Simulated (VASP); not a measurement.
Write the native input for VASP 6.6.1 that does the following.

| Quantity | Value |
| --- | --- |
| Task | single point |
| Functional | PBEsol |
| Potentials or basis | VASP PAW PBE potentials, release 64 (Co_sv, Ti_sv) |
| Cutoff | 600 eV |
| k mesh | 8 × 8 × 8 |
| Occupations | fermi-dirac, width 0.05 eV |
| Spin | collinear spin, ferromagnetic start |
| Starting moments | [2.0, 1.0] μB |
| Fixed moment | 3 μB |
| Dipole correction | no |
| Second run | valence_matched |
| Further INCAR settings | ALGO = Normal; EDIFF = 1e-06; NBANDS = 26 |

The structure of TiCo lies in POSCAR:

```
TiCo
1.0
    2.9861109900      0.0000000000      0.0000000000
    0.0000000000      2.9861109900      0.0000000000
    0.0000000000      0.0000000000      2.9861109900
Co Ti
1 1
Direct
    0.5000000000      0.5000000000      0.5000000000
    0.0000000000      0.0000000000      0.0000000000
```

The input as run:

INCAR

```
PREC = Accurate
ENCUT = 600
EDIFF = 1E-6
ISMEAR = -1
SIGMA = 0.05
LREAL = F
LASPH = T
NELM = 200
ALGO = Normal
ISIF = 2
LWAVE = F
LCHARG = T
ISPIN = 2
MAGMOM = 2 1
LORBIT = 11
NUPDOWN = 3.0
LMAXMIX = 4
GGA = PS
LELF = T
LVHAR = T
NBANDS = 26
GGA_COMPAT = F
```

KPOINTS

```
Automatic mesh
0
Gamma
  8 8 8
```

Potentials or basis: VASP PAW PBE potentials, release 64 (Co_sv, Ti_sv).

The run is started by

```bash
$ cat potpaw_PBE.64/Co_sv/POTCAR potpaw_PBE.64/Ti_sv/POTCAR > POTCAR
$ mpirun -np 1 vasp_std > vasp.out
```

Results of the run:

```yaml
Pressure: 3.4 GPa
Net_moment: 3.00 μB per cell
Site_moments: Co +1.75; Ti +0.78 μB
Valence_electrons_inside_the_program's_atomic_spheres: Co 15.07; Ti 10.38
```

Caveat: the PAW data sets were made with another functional, which shifts forces and pressure a little; the total moment is fixed, so each spin has its own Fermi level.

Wall time 27 s on 1 thread of Intel(R) Xeon(R) 6975P-C (Granite Rapids) (shared host), peak memory 0.17 GiB.
